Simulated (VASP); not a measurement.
A run of VASP 6.6.1 is set up as follows.

The input INCAR:

```
PREC = Accurate
ENCUT = 520
EDIFF = 1E-7
ISMEAR = 0
SIGMA = 0.05
LREAL = False
LASPH = True
NELM = 60
ALGO = Normal
ISIF = 2
LWAVE = False
LCHARG = True
GGA = PE
IVDW = 12
LELF = True
LVHAR = True
NBANDS = 15
```

Contents of KPOINTS:

```
Automatic mesh
0
Gamma
  8 8 8
```

File POSCAR:

```
CaO
1.0
    0.0000000000      2.4489986189      2.4489986189
    2.4489986189      0.0000000000      2.4489986189
    2.4489986189      2.4489986189      0.0000000000
Ca O
1 1
Direct
    0.5000000000      0.5000000000      0.5000000000
    0.0000000000      0.0000000000      0.0000000000
```

Potentials or basis: VASP PAW PBE potentials, release 64 (Ca_sv, O).

Command:

```sh
$ cat potpaw_PBE.64/Ca_sv/POTCAR potpaw_PBE.64/O/POTCAR > POTCAR
$ mpirun -np 1 vasp_std > vasp.out
```

(1) Predict the dispersion energy per atom.

(2) Predict the band gap on the k mesh.

(3) Estimate the pressure.

Results:

(1) -0.257 eV.

(2) 3.64 eV, indirect (least direct gap 4.03 eV).

(3) -6.4 GPa.
